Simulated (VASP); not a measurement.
# NbAs (I4_1md) in VASP: further runs, part 2 of 2

VASP 6.6.1.

### Step 3. Relaxation of cell and atoms, PBEsol

This run uses another cell than the first one, of 17.16 Å³/atom.

Input file INCAR:

```
PREC = Accurate
ENCUT = 600
EDIFF = 1E-7
ISMEAR = 1
SIGMA = 0.1
LREAL = F
LASPH = T
NELM = 80
ALGO = Normal
ISIF = 3
LWAVE = F
LCHARG = F
GGA = PS
IBRION = 2
NSW = 90
EDIFFG = -0.005
KPAR = 4
```

Input file KPOINTS:

```
regular mesh
0
Gamma
  16 16 16
```

Input file POSCAR:

```
NbAs                                    
1.0
   -1.7205982946      1.7205982946      5.7956158841
    1.7205982946     -1.7205982946      5.7956158841
    1.7205982946      1.7205982946     -5.7956158841
  Nb              As            
     2     2
Direct
     0.9987059070961702    0.9987059070961702    0.0000000000000000
     0.7487059070961702    0.2487059070961704    0.5000000000000000
     0.4172940929038264    0.4172940929038264    0.0000000000000000
     0.1672940929038265    0.6672940929038266    0.5000000000000000
```

Potentials or basis: VASP PAW PBE potentials, release 64 (Nb_sv, As).

Launch:

```sh
$ cat potpaw_PBE.64/Nb_sv/POTCAR potpaw_PBE.64/As/POTCAR > POTCAR
$ mpirun -np 4 vasp_std > vasp.out
```

OUTCAR:

```text
PREC = Accurate
   ENCUT = 600
   EDIFF = 1E-7
   ISMEAR = 1
   LREAL = F
   LASPH = T
   NELM = 80
   ISIF = 3
   GGA = PS
   IBRION = 2
   NSW = 90
   EDIFFG = -0.005

 ion  position               nearest neighbor table
   1  0.999  0.999  0.000-   4 2.60   4 2.60   3 2.61   3 2.61   3 2.61   3 2.61
   2  0.749  0.249  0.500-   3 2.60   3 2.60   4 2.61   4 2.61   4 2.61   4 2.61
   3  0.417  0.417  0.000-   2 2.60   2 2.60   1 2.61   1 2.61   1 2.61   1 2.61
   4  0.167  0.667  0.500-   1 2.60   1 2.60   2 2.61   2 2.61   2 2.61   2 2.61

  LATTYP: Found a body centered tetragonal cell.
 ALAT       =     3.4411965892
 C/A-ratio  =     3.3683724448

  Lattice vectors:

 A1 = (  -1.7205982946,   1.7205982946,   5.7956158841)
 A2 = (   1.7205982946,  -1.7205982946,   5.7956158841)
 A3 = (   1.7205982946,   1.7205982946,  -5.7956158841)

Analysis of symmetry for initial positions (statically):
=====================================================================
 Subroutine PRICEL returns:
 Original cell was already a primitive cell.

 Routine SETGRP: Setting up the symmetry group for a
 body centered tetragonal supercell.

 Subroutine GETGRP returns: Found  8 space group operations
 (whereof  4 operations were pure point group operations)
 out of a pool of 16 trial point group operations.

The static configuration has the point symmetry C_2v.
 The point group associated with its full space group is C_4v.

Analysis of symmetry for dynamics (positions and initial velocities):
=====================================================================
 Subroutine PRICEL returns:
 Original cell was already a primitive cell.

 Routine SETGRP: Setting up the symmetry group for a
 body centered tetragonal supercell.

 Subroutine GETGRP returns: Found  8 space group operations
 (whereof  4 operations were pure point group operations)
 out of a pool of 16 trial point group operations.

The dynamic configuration has the point symmetry C_2v.
 The point group associated with its full space group is C_4v.

[... 125 lines left out ...]
  Thomas-Fermi vector in A             =   2.450127
   LORBIT       =      0    0 simple, 1 ext, 2 COOP (PROOUT), +10 PAW based schemes
   GGA     = PS    functional components
   LHFCALC =     F    Hartree Fock is set to
   AEXX    =    0.0000 exact exchange contribution
   IVDW    =     0    specifies the selected vdW correction
   LEPSILON=     F    determine dielectric tensor
   LRPA    =     F    only Hartree local field effects (RPA)
 conjugate gradient relaxation of ions
 non-spin polarized calculation
 Methfessel and Paxton  Order N= 1 SIGMA  =   0.10
  energy-cutoff  :      600.00
  volume of cell :       68.63
 maximum number of plane-waves:      2310
   NGX = 25   NGY = 25   NGZ = 25

 number of electron      36.0000001 magnetization

 Free energy of the ion-electron system (eV)
  ---------------------------------------------------
  ext. energy  EPLUGINS =         0.00000000
  ---------------------------------------------------
  free energy    TOTEN  =       -35.12531217 eV

  energy without entropy =      -35.12522482  energy(sigma->0) =      -35.12528306

 E-fermi :   9.6857     XC(G=0): -12.0309

 val. band max:        9.6766929847   @ k =  -0.0625   0.5000   0.0625
 cond. band min:       9.6875983942   @ k =  -0.0625  -0.4375   0.0625
 fundamental gap:      0.0109054095
 Fermi energy:         9.6856982005

 k-point     1 :       0.0000    0.0000    0.0000
  band No.  band energies     occupation
      1     -45.3054      2.00000
      2     -45.2739      2.00000
      3     -21.5651      2.00000
      4     -21.4487      2.00000
      5     -21.4487      2.00000
      6     -21.2918      2.00000
[... 589 lines left out ...]
     21      12.1488      0.00000
     22      12.5507      0.00000

 [... further k-points ...]

------------------------ aborting loop because EDIFF is reached ----------------------------------------

  FORCE on cell =-STRESS in cart. coord.  units (eV):
  Direction    XX          YY          ZZ          XY          YZ          ZX
  --------------------------------------------------------------------------------------
  -------------------------------------------------------------------------------------
  Total        0.0002451      0.0002451      0.0016264      0.0000000      0.0000000      0.0000000
  in kB        0.0057227      0.0057227      0.0379688      0.0000000      0.0000000      0.0000000
  external PRESSURE =       0.0164714 kB  Pullay stress =       0.0000000 kB

 VOLUME and BASIS-vectors are now :
 -----------------------------------------------------------------------------
  energy-cutoff  :      600.00
  volume of cell :       68.63
      direct lattice vectors                 reciprocal lattice vectors
    -1.720598295  1.720598295  5.795615884     0.000000000  0.290596592  0.086272108
     1.720598295 -1.720598295  5.795615884     0.290596592  0.000000000  0.086272108
     1.720598295  1.720598295 -5.795615884     0.290596592  0.290596592  0.000000000

 POSITION                                       TOTAL-FORCE (eV/Angst)
 -----------------------------------------------------------------------------------
      0.00000      0.00000     11.57623         0.000000      0.000000      0.003171
     -0.00000      1.72060      2.88281        -0.000000     -0.000000      0.003171
      0.00000      0.00000      4.83695         0.000000     -0.000000     -0.003171
      1.72060      0.00000      1.93914        -0.000000      0.000000     -0.003171
 -----------------------------------------------------------------------------------
    total drift:                                0.000000      0.000000     -0.000091

  FREE ENERGIE OF THE ION-ELECTRON SYSTEM (eV)
  ---------------------------------------------------
  free  energy   TOTEN  =       -35.1253121742 eV

  energy  without entropy=      -35.1252248222  energy(sigma->0) =      -35.12528306

 reached required accuracy - stopping structural energy minimisation
```

Run time: 12 min. Hardware: 4 MPI ranks of AMD EPYC 7R43 (Zen 3), shared host; peak memory 0.77 GiB.

Results:

| Quantity | Value |
| --- | --- |
| Free energy | -35.1253 eV |
| Pressure after relaxing | 0.0 GPa |
| Largest force after relaxing | 0.003 eV/Å |
| Band gap on the k mesh | 0.01 eV |

Forces in eV/Å, atoms in the order of the input:
```
Nb   0.000  0.000  0.003
Nb   0.000  0.000  0.003
As   0.000  0.000 -0.003
As   0.000  0.000 -0.003
```

Final structure:
```
CELL_PARAMETERS angstrom
-1.72060 1.72060 5.79562
1.72060 -1.72060 5.79562
1.72060 1.72060 -5.79562
ATOMIC_POSITIONS crystal
Nb 0.99871 0.99871 0.00000
Nb 0.74871 0.24871 0.50000
As 0.41729 0.41729 0.00000
As 0.16729 0.66729 0.50000
```

Caveat: the relaxation stopped at its first step, so nothing moved; the PAW data sets were made with another functional, which shifts forces and pressure a little. A k mesh can miss the band edges.

### Step 4. Relaxation of cell and atoms, PBEsol

Input file INCAR:

```
SYSTEM = NbAs
ALGO = Normal
EDIFF = 1E-6
EDIFFG = -0.01
ENCUT = 600
GGA = PS
IBRION = 2
ISIF = 3
ISMEAR = 1
KPAR = 4
LASPH = .TRUE.
LCHARG = .FALSE.
LREAL = .FALSE.
LWAVE = .FALSE.
NELM = 80
NSW = 90
PREC = Accurate
SIGMA = 0.1
```

Input file KPOINTS:

```
k-points
0
G
  16 16 16
  0 0 0
```

Input file POSCAR:

```
NbAs
1.0
   -1.7258500000      1.7258500000      5.8400000000
    1.7258500000     -1.7258500000      5.8400000000
    1.7258500000      1.7258500000     -5.8400000000
Nb As
2 2
Direct
    0.0000000000      0.0000000000      0.0000000000
    0.7500000000      0.2500000000      0.5000000000
    0.4160000000      0.4160000000      0.0000000000
    0.1660000000      0.6660000000      0.5000000000
```

Launch:

```sh
$ cat potpaw_PBE.64/Nb_sv/POTCAR potpaw_PBE.64/As/POTCAR > POTCAR
$ mpirun -np 4 vasp_std > vasp.out
```

Run time: 55 min. Hardware: 4 MPI ranks of Intel Xeon Platinum 8559C (Emerald Rapids), shared host; peak memory 0.88 GiB.

Results (log left out):

```yaml
Free_energy: -35.1256 eV
Relaxed_volume: 17.16 Å³/atom
Relaxed_cell: a = 6.286 Å, b = 6.286 Å, c = 6.286 Å, α = 148.23°, β = 148.23°, γ = 45.55°
Space_group_after_relaxing_to_0.1_Å: I4_1md (No. 109)
Energy_gained_by_relaxing: 3.6 meV/atom
Ionic_steps: 9
Pressure_after_relaxing: 0.0 GPa
Largest_force_after_relaxing: 0.003 eV/Å
Band_gap_on_the_k_mesh: 0.01 eV
```

Forces in eV/Å, atoms in the order of the input:
```
Nb   0.000  0.000  0.003
Nb   0.000  0.000  0.003
As   0.000  0.000 -0.003
As   0.000  0.000 -0.003
```

The path:
```tsv
step	energy change (eV)	largest force (eV/Å)	pressure (GPa)	volume (Å³)
1	0.0000	0.2886	-2.21	69.58
2	0.0067	0.0392	4.20	67.20
3	-0.0114	0.1499	0.51	68.51
4	-0.0139	0.0219	-0.16	68.74
5	-0.0139	0.0035	-0.14	68.71
6	-0.0145	0.0058	0.04	68.63
7	-0.0145	0.0068	0.10	68.59
8	-0.0145	0.0018	-0.13	68.68
9	-0.0146	0.0031	0.00	68.63
```

Final structure:
```cif
data_structure
_symmetry_space_group_name_H-M 'P 1'
_symmetry_Int_Tables_number 1
_cell_length_a 6.2857
_cell_length_b 6.2857
_cell_length_c 6.2857
_cell_angle_alpha 148.227
_cell_angle_beta 148.227
_cell_angle_gamma 45.550
_cell_volume 68.63
loop_
_atom_site_label
_atom_site_type_symbol
_atom_site_fract_x
_atom_site_fract_y
_atom_site_fract_z
_atom_site_occupancy
Nb1 Nb 0.99871 0.99871 0.00000 1
Nb2 Nb 0.74871 0.24871 0.50000 1
As1 As 0.41729 0.41729 0.00000 1
As2 As 0.16729 0.66729 0.50000 1
```

Levels at points of the mesh, in eV from the valence-band top:
```csv
k point,band 15,band 16,band 17,band 18,band 19,band 20,band 21,band 22
"(0.00, 0.00, 0.00)",-2.10,-1.70,-1.38,-1.38,0.70,1.30,2.52,3.04
"(0.50, 0.00, 0.00)",-2.29,-1.80,-1.41,-0.04,0.05,1.23,2.17,2.35
"(0.50, 0.50, 0.00)",-2.80,-2.80,-0.62,-0.62,2.47,2.47,2.75,2.75
"(0.50, 0.50, 0.50)",-2.57,-2.57,-0.53,-0.53,0.98,0.98,2.01,2.01
```

Caveat: the PAW data sets were made with another functional, which shifts forces and pressure a little.

### Step 5. Relaxation of cell and atoms, PBEsol

This run uses another cell than the first one, of 17.16 Å³/atom.

INCAR: that of step 4 with these lines changed.

```diff
@@ -2,4 +2,4 @@
 ALGO = Normal
-EDIFF = 1E-6
-EDIFFG = -0.01
+EDIFF = 1E-7
+EDIFFG = -0.005
 ENCUT = 600
```

KPOINTS is that of step 4.

Input file POSCAR:

```
NbAs                                    
1.0
   -1.7205983186      1.7205983186      5.7956157218
    1.7205983186     -1.7205983186      5.7956157218
    1.7205983186      1.7205983186     -5.7956157218
  Nb              As            
     2     2
Direct
     0.9987059057746235    0.9987059057746235    0.0000000000000000
     0.7487059057746235    0.2487059057746233    0.5000000000000000
     0.4172940942253734    0.4172940942253734    0.0000000000000000
     0.1672940942253735    0.6672940942253733    0.5000000000000000
```

Launch:

```sh
$ cat potpaw_PBE.64/Nb_sv/POTCAR potpaw_PBE.64/As/POTCAR > POTCAR
$ mpirun -np 4 vasp_std > vasp.out
```

Wall time 7.9 min (4 MPI ranks of Intel Xeon Platinum 8559C (Emerald Rapids), shared host); peak memory 0.8 GiB.

The run converged. Its results:

* Free energy: -35.1253 eV
* Pressure after relaxing: 0.0 GPa
* Largest force after relaxing: 0.003 eV/Å
* Band gap on the k mesh: 0.01 eV

Forces in eV/Å, atoms in the order of the input:
```
Nb   0.000  0.000  0.003
Nb   0.000  0.000  0.003
As   0.000  0.000 -0.003
As   0.000  0.000 -0.003
```

Final structure:
```
Nb As
1.0
    -1.72060    1.72060    5.79562
     1.72060   -1.72060    5.79562
     1.72060    1.72060   -5.79562
Nb As
2 2
Direct
  0.99871 0.99871 0.00000
  0.74871 0.24871 0.50000
  0.41729 0.41729 0.00000
  0.16729 0.66729 0.50000
```

Levels at points of the mesh, in eV from the valence-band top:
```
           k point  band 15  band 16  band 17  band 18  band 19  band 20  band 21  band 22
(0.00, 0.00, 0.00)    -2.10    -1.70    -1.38    -1.38     0.70     1.30     2.52     3.04
(0.50, 0.00, 0.00)    -2.29    -1.80    -1.41    -0.04     0.05     1.23     2.17     2.35
(0.50, 0.50, 0.00)    -2.80    -2.80    -0.62    -0.62     2.47     2.47     2.75     2.75
(0.50, 0.50, 0.50)    -2.57    -2.57    -0.53    -0.53     0.98     0.98     2.01     2.01
```

Caveat: the relaxation stopped at its first step, so nothing moved; the PAW data sets were made with another functional, which shifts forces and pressure a little. A k mesh can miss the band edges.
